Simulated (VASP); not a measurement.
# TiAl3 (P4mm) in VASP: relaxation of cell and atoms with PBE

Aim: the relaxation of cell and atoms of TiAl3 with PBE.

Program: VASP 6.6.1. These are calculated values, not measurements. Logs are shortened: lines on timing, memory, paths and dates and some standing lists are left out, and cuts for length are marked.

## Step 1: The cell of the first run

It takes space group P4mm (No. 99, tetragonal). Conventional cell: a = 4.274 Å, b = 4.274 Å, c = 3.502 Å, α = 90.00°, β = 90.00°, γ = 90.00°. Ti (site symmetry 4mm) has 4 Al at 2.31 Å within 3.1 Å. Within 2.9 Å of Al (site symmetry 2mm) lie 2 Al at 2.22 Å and 2 Ti at 2.31 Å. Within 2.9 Å of Al (site symmetry 4mm) lie 4 Al at 2.22 Å.

## Step 2: Relaxation of cell and atoms, PBE

Input file INCAR:

```
SYSTEM = TiAl3
PREC     = Accurate       ! precision mode
ENCUT    = 600            ! plane-wave cutoff, eV
EDIFF    = 1E-6           ! SCF threshold, eV
ISMEAR   = 0              ! smearing method
SIGMA    = 0.2            ! smearing width, eV
LREAL    = .False.        ! projectors in reciprocal space
LASPH    = .True.         ! aspherical terms in the spheres
NELM     = 80             ! most SCF steps
ALGO     = Normal         ! electronic algorithm
ISIF     = 3              ! what is computed and relaxed
LWAVE    = .False.        ! write WAVECAR
LCHARG   = .False.        ! write CHGCAR
GGA      = PE             ! functional
IBRION   = 2              ! ionic algorithm
NSW      = 36             ! ionic steps
EDIFFG   = -0.08          ! ionic threshold
```

Input file KPOINTS:

```
Automatic mesh
0
Gamma
  5 5 6
  0 0 0
```

Input file POSCAR:

```
TiAl3
1.0
    4.2741475500      0.0000000000      0.0000000000
    0.0000000000      4.2741475500      0.0000000000
    0.0000000000      0.0000000000      3.5024497200
Ti Al
1 3
Direct
    0.5000000000      0.5000000000      0.2730888900
    0.0000000000      0.5000000000      0.0237226800
    0.5000000000      0.0000000000      0.0237226800
    0.0000000000      0.0000000000      0.8502538400
```

Potentials or basis: VASP PAW PBE potentials, release 64 (Ti_sv, Al).

Command:

```sh
$ cat potpaw_PBE.64/Ti_sv/POTCAR potpaw_PBE.64/Al/POTCAR > POTCAR
$ mpirun -np 1 vasp_std > vasp.out
```

OUTCAR:

```text
SYSTEM = TiAl3
   PREC = Accurate
   ENCUT = 600
   EDIFF = 1E-6
   ISMEAR = 0
   LREAL = .False.
   LASPH = .True.
   NELM = 80
   ISIF = 3
   GGA = PE
   IBRION = 2
   NSW = 36
   EDIFFG = -0.08

 ion  position               nearest neighbor table
   1  0.500  0.500  0.273-   2 2.31   3 2.31   3 2.31   2 2.31
   2  0.000  0.500  0.024-   4 2.22   4 2.22   1 2.31   1 2.31   3 3.02   3 3.02   3 3.02   3 3.02

   3  0.500  0.000  0.024-   4 2.22   4 2.22   1 2.31   1 2.31   2 3.02   2 3.02   2 3.02   2 3.02

   4  0.000  0.000  0.850-   2 2.22   3 2.22   2 2.22   3 2.22

  LATTYP: Found a simple tetragonal cell.
 ALAT       =     4.2741475500
 C/A-ratio  =     0.8194498854

  Lattice vectors:

 A1 = (   4.2741475500,   0.0000000000,   0.0000000000)
 A2 = (   0.0000000000,   4.2741475500,   0.0000000000)
 A3 = (   0.0000000000,   0.0000000000,   3.5024497200)

Analysis of symmetry for initial positions (statically):
=====================================================================
 Subroutine PRICEL returns:
 Original cell was already a primitive cell.

 Routine SETGRP: Setting up the symmetry group for a
 simple tetragonal supercell.

 Subroutine GETGRP returns: Found  8 space group operations
 (whereof  8 operations were pure point group operations)
 out of a pool of 16 trial point group operations.

The static configuration has the point symmetry C_4v.

Analysis of symmetry for dynamics (positions and initial velocities):
=====================================================================
 Subroutine PRICEL returns:
 Original cell was already a primitive cell.

 Routine SETGRP: Setting up the symmetry group for a
 simple tetragonal supercell.

 Subroutine GETGRP returns: Found  8 space group operations
 (whereof  8 operations were pure point group operations)
 out of a pool of 16 trial point group operations.

The dynamic configuration has the point symmetry C_4v.

 Subroutine INISYM returns: Found  8 space group operations
 (whereof  8 operations are pure point group operations),
 and found     1 'primitive' translations

----------------------------------------------------------------------------------------

                                     Primitive cell

  volume of cell :      63.9839

  direct lattice vectors                    reciprocal lattice vectors
     4.274147550  0.000000000  0.000000000     0.233964782  0.000000000  0.000000000
     0.000000000  4.274147550  0.000000000     0.000000000  0.233964782  0.000000000
     0.000000000  0.000000000  3.502449720     0.000000000  0.000000000  0.285514448

  length of vectors
     4.274147550  4.274147550  3.502449720     0.233964782  0.233964782  0.285514448

  position of ions in fractional coordinates (direct lattice)
     0.500000000  0.500000000  0.273088890
     0.000000000  0.500000000  0.023722680
     0.500000000  0.000000000  0.023722680
     0.000000000  0.000000000  0.850253840

  ion indices of the primitive-cell ions
   primitive index   ion index
                 1           1
                 2           2
                 3           3
                 4           4

----------------------------------------------------------------------------------------

 KPOINTS: Automatic mesh

Automatic generation of k-mesh.
 Grid dimensions read from file:
 generate k-points for:    5    5    6

 Generating k-lattice:

  Cartesian coordinates                     Fractional coordinates (reciprocal lattice)
     0.046792956  0.000000000  0.000000000     0.200000000  0.000000000  0.000000000
     0.000000000  0.046792956  0.000000000     0.000000000  0.200000000  0.000000000
     0.000000000  0.000000000  0.047585741     0.000000000  0.000000000  0.166666667

  Length of vectors
     0.046792956  0.046792956  0.047585741

  Shift w.r.t. Gamma in fractional coordinates (k-lattice)
     0.000000000  0.000000000  0.000000000

 Subroutine IBZKPT returns following result:
 ===========================================

 Found     24 irreducible k-points:

 Following reciprocal coordinates:
            Coordinates               Weight
  0.000000  0.000000  0.000000      1.000000
  0.200000  0.000000  0.000000      4.000000
  0.400000  0.000000  0.000000      4.000000
  0.200000  0.200000  0.000000      4.000000
  0.400000  0.200000  0.000000      8.000000
  0.400000  0.400000  0.000000      4.000000
[... 16 lines left out ...]
  0.400000  0.200000  0.500000      8.000000
  0.400000  0.400000  0.500000      4.000000
   k-points           NKPTS =     24   k-points in BZ     NKDIM =     24   number of bands    NBANDS=     14
   number of dos      NEDOS =    301   number of ions     NIONS =      4
   total plane-waves  NPLWV =  36288
   dimension x,y,z NGX =    36 NGY =   36 NGZ =   28
   dimension x,y,z NGXF=    72 NGYF=   72 NGZF=   56
   ions per type =               1   3
   NGX,Y,Z   is equivalent  to a cutoff of  14.00, 14.00, 13.29 a.u.
   NGXF,Y,Z  is equivalent  to a cutoff of  28.00, 28.00, 26.58 a.u.
 SYSTEM =  TiAl3
   PREC   = accura    normal or accurate (medium, high low for compatibility)
   ISTART =      0    job   : 0-new  1-cont  2-samecut
   ICHARG =      2    charge: 1-file 2-atom 10-const
   ISPIN  =      1    spin polarized calculation?
   LNONCOLLINEAR =      F non collinear calculations
   LSORBIT =      F    spin-orbit coupling
   LASPH  =      T    aspherical Exc in radial PAW
   ENCUT  =  600.0 eV  44.10 Ry    6.64 a.u.   8.54  8.54  7.00*2*pi/ulx,y,z
   NELM   =     80;   NELMIN=  2; NELMDL= -5     # of ELM steps
   EDIFF  = 0.1E-05   stopping-criterion for ELM
   LREAL  =      F    real-space projection
   EDIFFG = -.8E-01   stopping-criterion for IOM
   NSW    =     36    number of steps for IOM
   IBRION =      2    ionic relax: 0-MD 1-quasi-New 2-CG
   NFREE  =      1    steps in history (QN), initial steepest desc. (CG)
   ISIF   =      3    stress and relaxation
   ISYM   =      2    0-nonsym 1-usesym 2-fastsym
   POTIM  = 0.5000    time-step for ionic-motion
   TEBEG  =    0.0;   TEEND  =   0.0 temperature during run
   PSTRESS=    0.0 pullay stress
   NELECT =      21.0000    total number of electrons
   NUPDOWN=      -1.0000    fix difference up-down
   EMIN   =  10.00;   EMAX   =-10.00  energy-range for DOS
   EFERMI =   0.00;   METHOD = LEGACY
   ISMEAR =     0;   SIGMA  =   0.20  broadening in eV -4-tet -1-fermi 0-gaus
   EFERMI_NEDOS =   21; number of points for ismear=-14 and -15
   IALGO  =     38    algorithm
   IMIX   =      4    mixing-type and parameters
     AMIX     =   0.40;   BMIX     =  1.00
     AMIX_MAG =   1.60;   BMIX_MAG =  1.00
  volume/ion in A,a.u.               =      16.00       107.95
  Fermi-wavevector in a.u.,A,eV,Ry     =   1.129252  2.133977 17.350293  1.275211
  Thomas-Fermi vector in A             =   2.265945
   LORBIT       =      0    0 simple, 1 ext, 2 COOP (PROOUT), +10 PAW based schemes
   GGA     = PE    functional components
   LHFCALC =     F    Hartree Fock is set to
   AEXX    =    0.0000 exact exchange contribution
   IVDW    =     0    specifies the selected vdW correction
   LEPSILON=     F    determine dielectric tensor
   LRPA    =     F    only Hartree local field effects (RPA)
 conjugate gradient relaxation of ions
 non-spin polarized calculation
 Gauss-broadening in eV      SIGMA  =   0.20
  energy-cutoff  :      600.00
  volume of cell :       63.98
 maximum number of plane-waves:      2166
 NGX is ok and might be reduce to    36
   NGX = 17   NGY = 17   NGZ = 13

--------------------------------------- Ionic step        1  -------------------------------------------

 number of electron      21.0000000 magnetization

 Free energy of the ion-electron system (eV)
  ---------------------------------------------------
  ext. energy  EPLUGINS =         0.00000000
  ---------------------------------------------------
  free energy    TOTEN  =       -13.43254205 eV

  energy without entropy =      -13.38149018  energy(sigma->0) =      -13.40701612

------------------------ aborting loop because EDIFF is reached ----------------------------------------

  FORCE on cell =-STRESS in cart. coord.  units (eV):
  Direction    XX          YY          ZZ          XY          YZ          ZX
  --------------------------------------------------------------------------------------
  -------------------------------------------------------------------------------------
  Total       20.9727985     20.9727985      0.0214164      0.0000000      0.0000000      0.0000000
  in kB      525.1653169    525.1653169      0.5362728      0.0000000      0.0000000      0.0000000
  external PRESSURE =     350.2889689 kB  Pullay stress =       0.0000000 kB
[... 95 lines left out ...]
  FREE ENERGIE OF THE ION-ELECTRON SYSTEM (eV)
  ---------------------------------------------------
  free  energy   TOTEN  =       -16.8791206778 eV

  energy  without entropy=      -16.7945440259  energy(sigma->0) =      -16.83683235

 E-fermi :   5.8476     XC(G=0):  -9.6673

 val. band max:        5.8096374318   @ k =   0.4000   0.4000   0.0000
 cond. band min:       5.8485019628   @ k =   0.4000   0.0000   0.5000
 fundamental gap:      0.0388645310
 Fermi energy:         5.8476450058

 k-point     1 :       0.0000    0.0000    0.0000
  band No.  band energies     occupation
      1     -51.2481      2.00000
      2     -27.5335      2.00000
      3     -27.5335      2.00000
      4     -27.3950      2.00000
      5      -3.0844      2.00000
      6       1.4751      2.00000
      7       2.7629      2.00000
      8       2.7629      2.00000
      9       3.6411      2.00000
     10       5.6131      1.90274
     11       5.8647      0.90394
     12       7.0857      0.00000
     13       7.0857      0.00000
     14       8.1103      0.00000
[... 377 lines left out ...]
      1     -51.2379      2.00000
      2     -27.5219      2.00000
      3     -27.5219      2.00000
      4     -27.5130      2.00000
      5       0.9305      2.00000
      6       1.8828      2.00000
      7       2.4246      2.00000
      8       2.9946      2.00000
      9       3.9716      2.00000
     10       4.1975      2.00000
     11       4.5678      2.00000
     12       6.2089      0.01063
     13       6.2851      0.00198
     14       7.1360      0.00000

[... ionic steps 4 to 19 ...]

--------------------------------------- Ionic step       20  -------------------------------------------

 number of electron      20.9999997 magnetization

------------------------ aborting loop because EDIFF is reached ----------------------------------------
[... 71 lines left out ...]
--------------------------------------- Ionic step       22  -------------------------------------------

 number of electron      20.9999997 magnetization

 Free energy of the ion-electron system (eV)
  ---------------------------------------------------
  ext. energy  EPLUGINS =         0.00000000
  ---------------------------------------------------
  free energy    TOTEN  =       -19.71329007 eV

  energy without entropy =      -19.65092395  energy(sigma->0) =      -19.68210701

 E-fermi :   8.0270     XC(G=0): -10.5753

 val. band max:        7.9731098707   @ k =   0.2000   0.2000   0.0000
 cond. band min:       8.0309515883   @ k =   0.4000   0.2000   0.1667
 fundamental gap:      0.0578417175
 Fermi energy:         8.0269691612

 k-point     1 :       0.0000    0.0000    0.0000
  band No.  band energies     occupation
      1     -48.6286      2.00000
      2     -24.9612      2.00000
      3     -24.9612      2.00000
      4     -24.5759      2.00000
      5      -2.1551      2.00000
      6       2.8765      2.00000
      7       4.2472      2.00000
      8       4.2472      2.00000
      9       5.3469      2.00000
     10       7.6777      1.98648
     11       7.6798      1.98590
     12      10.0734      0.00000
     13      10.0734      0.00000
     14      10.2215      0.00000
[... 420 lines left out ...]
  FREE ENERGIE OF THE ION-ELECTRON SYSTEM (eV)
  ---------------------------------------------------
  free  energy   TOTEN  =       -19.7132900728 eV

  energy  without entropy=      -19.6509239525  energy(sigma->0) =      -19.68210701

 reached required accuracy - stopping structural energy minimisation
```

Wall time 3.1 min (1 thread of Intel Xeon 6975P-C (Granite Rapids), shared host); peak memory 0.2 GiB.

Results:

```yaml
Free_energy: -19.7133 eV
Relaxed_volume: 16.51 Å³/atom
Relaxed_cell: a = 4.810 Å, b = 4.810 Å, c = 2.855 Å, α = 90.00°, β = 90.00°, γ = 90.00°
Space_group_after_relaxing_to_0.05_Å: P4/mmm (No. 123)
Energy_gained_by_relaxing: 1570.2 meV/atom
Ionic_steps: 22
Pressure_after_relaxing: 0.3 GPa
Largest_force_after_relaxing: 0.071 eV/Å
```

Forces on the atoms (eV/Å):
```
Ti   0.000  0.000 -0.071
Al   0.000  0.000  0.068
Al   0.000  0.000  0.068
Al   0.000  0.000 -0.065
```

Step by step:
| step | energy change (eV) | largest force (eV/Å) | pressure (GPa) | volume (Å³) |
| --- | --- | --- | --- | --- |
| 1 | 0.0000 | 4.5861 | 35.03 | 63.98 |
| 2 | -3.1448 | 0.5461 | -10.17 | 100.47 |
| 3 | -3.4466 | 1.2834 | -4.45 | 87.76 |
| 4 | -3.4500 | 1.2074 | -5.07 | 88.74 |
| 5 | -4.1065 | 1.4669 | -4.78 | 82.62 |
| 6 | -5.1993 | 1.7851 | 1.48 | 70.29 |
| 7 | -5.1427 | 1.6877 | 5.42 | 67.50 |
| 8 | -5.2016 | 1.7646 | 2.65 | 69.35 |
| 9 | -5.4875 | 1.0842 | 1.14 | 69.71 |
| 10 | -5.5401 | 0.9796 | 0.75 | 69.94 |
| 11 | -5.7747 | 0.9406 | -1.31 | 70.53 |
| 12 | -5.8912 | 0.9047 | -3.10 | 71.21 |
| 13 | -6.0298 | 0.7989 | -1.39 | 69.04 |
| 14 | -6.1790 | 0.6874 | 3.29 | 64.60 |
| 15 | -6.1832 | 0.6279 | 4.77 | 63.49 |
| 16 | -6.2660 | 0.2642 | 1.50 | 65.03 |
| 17 | -6.2705 | 0.2324 | 0.72 | 65.49 |
| 18 | -6.2756 | 0.1474 | 0.11 | 65.97 |
| 19 | -6.2772 | 0.1299 | -0.61 | 66.57 |
| 20 | -6.2773 | 0.1333 | -0.49 | 66.45 |
| 21 | -6.2800 | 0.0945 | -0.06 | 66.22 |
| 22 | -6.2807 | 0.0715 | 0.29 | 66.04 |

Final structure:
```xyz
4
Lattice="4.8100 0.0000 0.0000 0.0000 4.8100 0.0000 0.0000 0.0000 2.8545" Properties=species:S:1:pos:R:3 pbc="T T T"
Ti    2.4050    2.4050    1.5535
Al    0.0000    2.4050    0.1139
Al    2.4050    0.0000    0.1139
Al    0.0000    0.0000    1.5608
```

Caveat: the relaxation stopped at a loose force limit of 0.08 eV/Å, so its end isn't a converged minimum.
